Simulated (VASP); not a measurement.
# BaTiO3 (Pm-3m) in VASP: a series of runs

BaTiO3 is run at these levels: PBE+U; tasks: single point.

All numbers are computed with VASP 6.6.1; they aren't measurements. Logs are shortened: lines on timing, memory, paths and dates and some standing lists are left out, and cuts for length are marked.

## (1) The cell of the first run

It takes space group Pm-3m (No. 221, cubic). The conventional cell has a = 4.006 Å, b = 4.006 Å, c = 4.006 Å, α = 90.00°, β = 90.00°, γ = 90.00°. Ba (site symmetry m-3m) has 12 O at 2.83 Å and 8 Ti at 3.47 Å within 3.7 Å. Ti (site symmetry m-3m) has 6 O at 2.00 Å within 2.7 Å. Within 2.7 Å of O (site symmetry 4/mmm) lie 2 Ti at 2.00 Å.

## (2) Single point, PBE+U

INCAR

```
  PREC = Accurate
  ENCUT = 520
  EDIFF = 1E-6
  ISMEAR = 1
  SIGMA = 0.05
  LREAL = False
  LASPH = True
  NELM = 150
  ALGO = Normal
  ISIF = 2
  LWAVE = False
  LCHARG = False
  LMAXMIX = 4
  LDAU = True
  LDAUTYPE = 2
  LDAUL = -1 2 -1
  LDAUU = 0 5 0
  LDAUJ = 0 0 0
  LDAUPRINT = 1
  GGA = PE
  NBANDS = 28
```

KPOINTS

```
regular mesh
0
Gamma
  6 6 6
```

POSCAR

```
BaTiO3
1.0
    4.0060000000      0.0000000000      0.0000000000
    0.0000000000      4.0060000000      0.0000000000
    0.0000000000      0.0000000000      4.0060000000
Ba Ti O
1 1 3
Direct
    0.5000000000      0.5000000000      0.5000000000
    0.0000000000      0.0000000000      0.0000000000
    0.5000000000      0.0000000000      0.0000000000
    0.0000000000      0.5000000000      0.0000000000
    0.0000000000      0.0000000000      0.5000000000
```

Potentials or basis: VASP PAW PBE potentials, release 64 (Ba_sv, Ti_sv, O).

Started as:

```bash
$ cat potpaw_PBE.64/Ba_sv/POTCAR potpaw_PBE.64/Ti_sv/POTCAR potpaw_PBE.64/O/POTCAR > POTCAR
$ mpirun -np 1 vasp_std > vasp.out
```

OUTCAR:

```text
PREC = Accurate
   ENCUT = 520
   EDIFF = 1E-6
   ISMEAR = 1
   LREAL = False
   LASPH = True
   NELM = 150
   ISIF = 2
   GGA = PE

 ion  position               nearest neighbor table
   1  0.500  0.500  0.500-   3 2.83   4 2.83   5 2.83   3 2.83   4 2.83   3 2.83   5 2.83   3 2.83
                             4 2.83   5 2.83   4 2.83   5 2.83   2 3.47   2 3.47   2 3.47   2 3.47
   2  0.000  0.000  0.000-   3 2.00   4 2.00   5 2.00   5 2.00   4 2.00   3 2.00   1 3.47   1 3.47
                             1 3.47   1 3.47   1 3.47   1 3.47   1 3.47   1 3.47
   3  0.500  0.000  0.000-   2 2.00   2 2.00   1 2.83   1 2.83   1 2.83   1 2.83
   4  0.000  0.500  0.000-   2 2.00   2 2.00   1 2.83   1 2.83   1 2.83   1 2.83
   5  0.000  0.000  0.500-   2 2.00   2 2.00   1 2.83   1 2.83   1 2.83   1 2.83

  LATTYP: Found a simple cubic cell.
 ALAT       =     4.0060000000

  Lattice vectors:

 A1 = (   4.0060000000,   0.0000000000,   0.0000000000)
 A2 = (   0.0000000000,   4.0060000000,   0.0000000000)
 A3 = (   0.0000000000,   0.0000000000,   4.0060000000)

Analysis of symmetry for initial positions (statically):
=====================================================================
 Subroutine PRICEL returns:
 Original cell was already a primitive cell.

 Routine SETGRP: Setting up the symmetry group for a
 simple cubic supercell.

 Subroutine GETGRP returns: Found 48 space group operations
 (whereof 48 operations were pure point group operations)
 out of a pool of 48 trial point group operations.

The static configuration has the point symmetry O_h .

Analysis of symmetry for dynamics (positions and initial velocities):
=====================================================================
 Subroutine PRICEL returns:
 Original cell was already a primitive cell.

 Routine SETGRP: Setting up the symmetry group for a
 simple cubic supercell.

 Subroutine GETGRP returns: Found 48 space group operations
 (whereof 48 operations were pure point group operations)
 out of a pool of 48 trial point group operations.

The dynamic configuration has the point symmetry O_h .

 Subroutine INISYM returns: Found 48 space group operations
 (whereof 48 operations are pure point group operations),
 and found     1 'primitive' translations

----------------------------------------------------------------------------------------

                                     Primitive cell

  volume of cell :      64.2884

  direct lattice vectors                    reciprocal lattice vectors
     4.006000000  0.000000000  0.000000000     0.249625562  0.000000000  0.000000000
     0.000000000  4.006000000  0.000000000     0.000000000  0.249625562  0.000000000
     0.000000000  0.000000000  4.006000000     0.000000000  0.000000000  0.249625562

  length of vectors
     4.006000000  4.006000000  4.006000000     0.249625562  0.249625562  0.249625562

  position of ions in fractional coordinates (direct lattice)
     0.500000000  0.500000000  0.500000000
     0.000000000  0.000000000  0.000000000
     0.500000000  0.000000000  0.000000000
     0.000000000  0.500000000  0.000000000
     0.000000000  0.000000000  0.500000000

  ion indices of the primitive-cell ions
   primitive index   ion index
                 1           1
                 2           2
                 3           3
                 4           4
                 5           5

----------------------------------------------------------------------------------------

 KPOINTS: regular mesh

Automatic generation of k-mesh.
 Grid dimensions read from file:
 generate k-points for:    6    6    6

[... 48 lines left out ...]
 SYSTEM =  unknown system
   PREC   = accura    normal or accurate (medium, high low for compatibility)
   ISTART =      0    job   : 0-new  1-cont  2-samecut
   ICHARG =      2    charge: 1-file 2-atom 10-const
   ISPIN  =      1    spin polarized calculation?
   LNONCOLLINEAR =      F non collinear calculations
   LSORBIT =      F    spin-orbit coupling
   LASPH  =      T    aspherical Exc in radial PAW
   ENCUT  =  520.0 eV  38.22 Ry    6.18 a.u.   7.45  7.45  7.45*2*pi/ulx,y,z
   NELM   =    150;   NELMIN=  2; NELMDL= -5     # of ELM steps
   EDIFF  = 0.1E-05   stopping-criterion for ELM
   LREAL  =      F    real-space projection
   EDIFFG = 0.1E-04   stopping-criterion for IOM
   NSW    =      0    number of steps for IOM
   IBRION =     -1    ionic relax: 0-MD 1-quasi-New 2-CG
   NFREE  =      0    steps in history (QN), initial steepest desc. (CG)
   ISIF   =      2    stress and relaxation
   ISYM   =      2    0-nonsym 1-usesym 2-fastsym
   POTIM  = 0.5000    time-step for ionic-motion
   TEBEG  =    0.0;   TEEND  =   0.0 temperature during run
   PSTRESS=    0.0 pullay stress
   NELECT =      40.0000    total number of electrons
   NUPDOWN=      -1.0000    fix difference up-down
   EMIN   =  10.00;   EMAX   =-10.00  energy-range for DOS
   EFERMI =   0.00;   METHOD = LEGACY
   ISMEAR =     1;   SIGMA  =   0.05  broadening in eV -4-tet -1-fermi 0-gaus
   EFERMI_NEDOS =   21; number of points for ismear=-14 and -15
   IALGO  =     38    algorithm
   IMIX   =      4    mixing-type and parameters
     AMIX     =   0.40;   BMIX     =  1.00
     AMIX_MAG =   1.60;   BMIX_MAG =  1.00
  volume/ion in A,a.u.               =      12.86        86.77
  Fermi-wavevector in a.u.,A,eV,Ry     =   1.397603  2.641087 26.576187  1.953295
  Thomas-Fermi vector in A             =   2.520843
   LORBIT       =      0    0 simple, 1 ext, 2 COOP (PROOUT), +10 PAW based schemes
 LDA+U is selected, type is set to LDAUTYPE =  2
   angular momentum for each species LDAUL =    -1    2   -1
   U (eV)           for each species LDAUU =   0.0  5.0  0.0
   J (eV)           for each species LDAUJ =   0.0  0.0  0.0
   GGA     = PE    functional components
   LHFCALC =     F    Hartree Fock is set to
   AEXX    =    0.0000 exact exchange contribution
   IVDW    =     0    specifies the selected vdW correction
   LEPSILON=     F    determine dielectric tensor
   LRPA    =     F    only Hartree local field effects (RPA)
 non-spin polarized calculation
 Methfessel and Paxton  Order N= 1 SIGMA  =   0.05
  energy-cutoff  :      520.00
  volume of cell :       64.29
 maximum number of plane-waves:      1755
 NGX is ok and might be reduce to    30
   NGX = 15   NGY = 15   NGZ = 15

atom =   2  type =  2  l = 2

 onsite density matrix

spin component  1

  0.0989  0.0000  0.0000 -0.0000 -0.0000
  0.0000  0.0989  0.0000 -0.0000 -0.0000
  0.0000  0.0000  0.2347  0.0000 -0.0000
 -0.0000 -0.0000  0.0000  0.0989  0.0000
 -0.0000 -0.0000 -0.0000  0.0000  0.2347

spin component  2

  0.0989  0.0000  0.0000 -0.0000 -0.0000
  0.0000  0.0989  0.0000 -0.0000 -0.0000
  0.0000  0.0000  0.2347  0.0000 -0.0000
 -0.0000 -0.0000  0.0000  0.0989  0.0000
 -0.0000 -0.0000 -0.0000  0.0000  0.2347

 occupancies and eigenvectors

  o =  0.0989  v =  1.0000  0.0000  0.0000  0.0000  0.0000  0.0000  0.0000  0.0000  0.0000  0.0000      0.0000  0.0000  0.0000  0.0000  0.0000  0.0000  0.0000  0.0000  0.0000  0.0000
  o =  0.0989  v =  0.0000  0.0000  0.0000  0.0000  0.0000  1.0000  0.0000  0.0000  0.0000  0.0000      0.0000  0.0000  0.0000  0.0000  0.0000  0.0000  0.0000  0.0000  0.0000  0.0000
  o =  0.0989  v =  0.0000 -0.3640  0.0000  0.9314 -0.0000  0.0000  0.0000  0.0000  0.0000  0.0000      0.0000  0.0000  0.0000  0.0000  0.0000  0.0000  0.0000  0.0000  0.0000  0.0000
  o =  0.0989  v =  0.0000  0.0000  0.0000  0.0000  0.0000  0.0000 -0.3640  0.0000  0.9314 -0.0000      0.0000  0.0000  0.0000  0.0000  0.0000  0.0000  0.0000  0.0000  0.0000  0.0000
  o =  0.0989  v =  0.0000 -0.9314 -0.0000 -0.3640 -0.0000  0.0000  0.0000  0.0000  0.0000  0.0000      0.0000  0.0000  0.0000  0.0000  0.0000  0.0000  0.0000  0.0000  0.0000  0.0000
  o =  0.0989  v =  0.0000  0.0000  0.0000  0.0000  0.0000  0.0000 -0.9314 -0.0000 -0.3640 -0.0000      0.0000  0.0000  0.0000  0.0000  0.0000  0.0000  0.0000  0.0000  0.0000  0.0000
  o =  0.2347  v =  0.0000  0.0000  0.0000  0.0000  0.0000  0.0000  0.0000  0.8822 -0.0000 -0.4709      0.0000  0.0000  0.0000  0.0000  0.0000  0.0000  0.0000  0.0000  0.0000  0.0000
  o =  0.2347  v =  0.0000  0.0000  0.8822 -0.0000 -0.4709  0.0000  0.0000  0.0000  0.0000  0.0000      0.0000  0.0000  0.0000  0.0000  0.0000  0.0000  0.0000  0.0000  0.0000  0.0000
  o =  0.2347  v =  0.0000  0.0000  0.0000  0.0000  0.0000  0.0000  0.0000 -0.4709  0.0000 -0.8822      0.0000  0.0000  0.0000  0.0000  0.0000  0.0000  0.0000  0.0000  0.0000  0.0000
  o =  0.2347  v =  0.0000  0.0000 -0.4709  0.0000 -0.8822  0.0000  0.0000  0.0000  0.0000  0.0000      0.0000  0.0000  0.0000  0.0000  0.0000  0.0000  0.0000  0.0000  0.0000  0.0000

 number of electron      39.9999976 magnetization

 Free energy of the ion-electron system (eV)
  ---------------------------------------------------
  ext. energy  EPLUGINS =         0.00000000
  ---------------------------------------------------
  free energy    TOTEN  =       -36.66473946 eV

  energy without entropy =      -36.66492109  energy(sigma->0) =      -36.66480000

 E-fermi :   4.0177     XC(G=0): -11.2557

 val. band max:        3.9877595348   @ k =   0.5000   0.5000   0.5000
 cond. band min:       6.3271431788   @ k =   0.0000   0.0000   0.0000
 fundamental gap:      2.3393836440
 Fermi energy:         4.0177467506

 k-point     1 :       0.0000    0.0000    0.0000
  band No.  band energies     occupation
      1     -54.0377      2.00000
      2     -30.1847      2.00000
      3     -30.1847      2.00000
      4     -30.1847      2.00000
      5     -20.8388      2.00000
      6     -12.9754      2.00000
[... 609 lines left out ...]
     27      11.5973      0.00000
     28      11.5973      0.00000

------------------------ aborting loop because EDIFF is reached ----------------------------------------

  FORCE on cell =-STRESS in cart. coord.  units (eV):
  Direction    XX          YY          ZZ          XY          YZ          ZX
  --------------------------------------------------------------------------------------
  -------------------------------------------------------------------------------------
  Total        2.9524077      2.9524077      2.9524077      0.0000000      0.0000000     -0.0000000
  in kB       73.5790342     73.5790342     73.5790342      0.0000000      0.0000000     -0.0000000
  external PRESSURE =      73.5790342 kB  Pullay stress =       0.0000000 kB

 VOLUME and BASIS-vectors are now :
 -----------------------------------------------------------------------------
  energy-cutoff  :      520.00
  volume of cell :       64.29
      direct lattice vectors                 reciprocal lattice vectors
     4.006000000  0.000000000  0.000000000     0.249625562  0.000000000  0.000000000
     0.000000000  4.006000000  0.000000000     0.000000000  0.249625562  0.000000000
     0.000000000  0.000000000  4.006000000     0.000000000  0.000000000  0.249625562

 POSITION                                       TOTAL-FORCE (eV/Angst)
 -----------------------------------------------------------------------------------
      2.00300      2.00300      2.00300         0.000000      0.000000      0.000000
      0.00000      0.00000      0.00000         0.000000      0.000000      0.000000
      2.00300      0.00000      0.00000         0.000000      0.000000      0.000000
      0.00000      2.00300      0.00000         0.000000      0.000000      0.000000
      0.00000      0.00000      2.00300         0.000000      0.000000      0.000000
 -----------------------------------------------------------------------------------
    total drift:                                0.000000     -0.000000      0.000000

  FREE ENERGIE OF THE ION-ELECTRON SYSTEM (eV)
  ---------------------------------------------------
  free  energy   TOTEN  =       -36.6647394560 eV

  energy  without entropy=      -36.6649210901  energy(sigma->0) =      -36.66480000
```

It took 39 s on 1 thread of Intel Xeon 6975P-C, shared host; peak memory 0.19 GiB.

Results:

* Free energy: -36.6647 eV
* Pressure: 7.4 GPa
* Band gap on the k mesh: 2.34 eV, indirect (least direct gap 2.54 eV)

Eigenvalues of the final occupation matrices:
```tsv
site	spin	trace	eigenvalues
site 2 d	1	0.77	0.10 0.10 0.10 0.23 0.23
site 2 d	2	0.77	0.10 0.10 0.10 0.23 0.23
```

Caveat: spin-orbit coupling is left out, which moves the levels of the heavy elements. A k mesh can miss the band edges.

## (3) Single point, PBE+U

INCAR

```
SYSTEM = BaTiO3
ALGO = Normal
EDIFF = 1E-6
ENCUT = 520
GGA = PE
ISIF = 2
ISMEAR = 1
LASPH = .TRUE.
LCHARG = .TRUE.
LDAU = .TRUE.
LDAUJ = 0 0 0
LDAUL = -1 2 -1
LDAUPRINT = 1
LDAUTYPE = 2
LDAUU = 0 7 0
LELF = .TRUE.
LMAXMIX = 4
LREAL = .FALSE.
LVHAR = .TRUE.
LWAVE = .FALSE.
NBANDS = 28
NELM = 150
PREC = Accurate
SIGMA = 0.05
```

KPOINTS

```
k-points
0
G
  6 6 6
  0 0 0
```

POSCAR is that of step 2.

Potentials or basis: VASP PAW PBE potentials, release 64 (Ba_sv, Ti_sv, O).

Started as:

```bash
$ cat potpaw_PBE.64/Ba_sv/POTCAR potpaw_PBE.64/Ti_sv/POTCAR potpaw_PBE.64/O/POTCAR > POTCAR
$ mpirun -np 1 vasp_std > vasp.out
```

OUTCAR:

```text
SYSTEM = BaTiO3
   EDIFF = 1E-6
   ENCUT = 520
   GGA = PE
   ISIF = 2
   ISMEAR = 1
   LASPH = .TRUE.
   LREAL = .FALSE.
   NELM = 150
   PREC = Accurate

 ion  position               nearest neighbor table
   1  0.500  0.500  0.500-   3 2.83   4 2.83   5 2.83   3 2.83   4 2.83   3 2.83   5 2.83   3 2.83
                             4 2.83   5 2.83   4 2.83   5 2.83   2 3.47   2 3.47   2 3.47   2 3.47
   2  0.000  0.000  0.000-   3 2.00   4 2.00   5 2.00   5 2.00   4 2.00   3 2.00   1 3.47   1 3.47
                             1 3.47   1 3.47   1 3.47   1 3.47   1 3.47   1 3.47
   3  0.500  0.000  0.000-   2 2.00   2 2.00   1 2.83   1 2.83   1 2.83   1 2.83
   4  0.000  0.500  0.000-   2 2.00   2 2.00   1 2.83   1 2.83   1 2.83   1 2.83
   5  0.000  0.000  0.500-   2 2.00   2 2.00   1 2.83   1 2.83   1 2.83   1 2.83

  LATTYP: Found a simple cubic cell.
 ALAT       =     4.0060000000

  Lattice vectors:

 A1 = (   4.0060000000,   0.0000000000,   0.0000000000)
 A2 = (   0.0000000000,   4.0060000000,   0.0000000000)
 A3 = (   0.0000000000,   0.0000000000,   4.0060000000)

Analysis of symmetry for initial positions (statically):
=====================================================================
[... 214 lines left out ...]
 cond. band min:       6.6730608675   @ k =   0.0000   0.0000   0.0000
 fundamental gap:      2.6147272540
 Fermi energy:         4.0883309353

 k-point     1 :       0.0000    0.0000    0.0000
  band No.  band energies     occupation
      1     -54.5243      2.00000
      2     -30.6463      2.00000
      3     -30.6463      2.00000
      4     -30.6463      2.00000
      5     -20.7731      2.00000
      6     -12.9355      2.00000
[... 609 lines left out ...]
     27      11.6750      0.00000
     28      11.6750      0.00000

------------------------ aborting loop because EDIFF is reached ----------------------------------------

  FORCE on cell =-STRESS in cart. coord.  units (eV):
  Direction    XX          YY          ZZ          XY          YZ          ZX
  --------------------------------------------------------------------------------------
  -------------------------------------------------------------------------------------
  Total        3.5956399      3.5956399      3.5956399      0.0000000      0.0000000     -0.0000000
  in kB       89.6094757     89.6094757     89.6094757      0.0000000      0.0000000     -0.0000000
  external PRESSURE =      89.6094757 kB  Pullay stress =       0.0000000 kB

 VOLUME and BASIS-vectors are now :
 -----------------------------------------------------------------------------
  energy-cutoff  :      520.00
  volume of cell :       64.29
      direct lattice vectors                 reciprocal lattice vectors
     4.006000000  0.000000000  0.000000000     0.249625562  0.000000000  0.000000000
     0.000000000  4.006000000  0.000000000     0.000000000  0.249625562  0.000000000
     0.000000000  0.000000000  4.006000000     0.000000000  0.000000000  0.249625562

 POSITION                                       TOTAL-FORCE (eV/Angst)
 -----------------------------------------------------------------------------------
      2.00300      2.00300      2.00300         0.000000      0.000000      0.000000
      0.00000      0.00000      0.00000         0.000000      0.000000      0.000000
      2.00300      0.00000      0.00000         0.000000      0.000000      0.000000
      0.00000      2.00300      0.00000         0.000000      0.000000      0.000000
      0.00000      0.00000      2.00300         0.000000      0.000000      0.000000
 -----------------------------------------------------------------------------------
    total drift:                                0.000000     -0.000000      0.000000

  FREE ENERGIE OF THE ION-ELECTRON SYSTEM (eV)
  ---------------------------------------------------
  free  energy   TOTEN  =       -35.4393333729 eV

  energy  without entropy=      -35.4395144270  energy(sigma->0) =      -35.43939372
```

It took 40 s on 1 thread of Intel Xeon 6975P-C, shared host; peak memory 0.19 GiB.

Results:

| Quantity | Value |
| --- | --- |
| Free energy | -35.4393 eV |
| Pressure | 9.0 GPa |
| Band gap on the k mesh | 2.61 eV, indirect (least direct gap 2.84 eV) |

Levels at points of the mesh, in eV from the valence-band top:
```csv
k point,band 16,band 17,band 18,band 19,band 20,band 21,band 22,band 23,band 24,band 25
"(0.00, 0.00, 0.00)",-1.11,-1.11,-0.22,-0.22,-0.22,2.61,2.61,2.61,3.98,3.98
"(0.50, 0.00, 0.00)",-1.95,-1.68,-1.68,-0.84,-0.84,2.83,3.99,4.30,4.30,5.84
"(0.50, 0.50, 0.00)",-2.56,-2.00,-0.90,-0.90,-0.09,4.32,4.32,4.74,4.76,7.62
"(0.50, 0.50, 0.50)",-2.25,-2.25,0.00,0.00,0.00,4.99,4.99,4.99,6.58,6.58
```

Eigenvalues of the final occupation matrices:
```tsv
site	spin	trace	eigenvalues
site 2 d	1	0.73	0.09 0.09 0.09 0.23 0.23
site 2 d	2	0.73	0.09 0.09 0.09 0.23 0.23
```

Caveat: spin-orbit coupling is left out, which moves the levels of the heavy elements. A k mesh can miss the band edges.
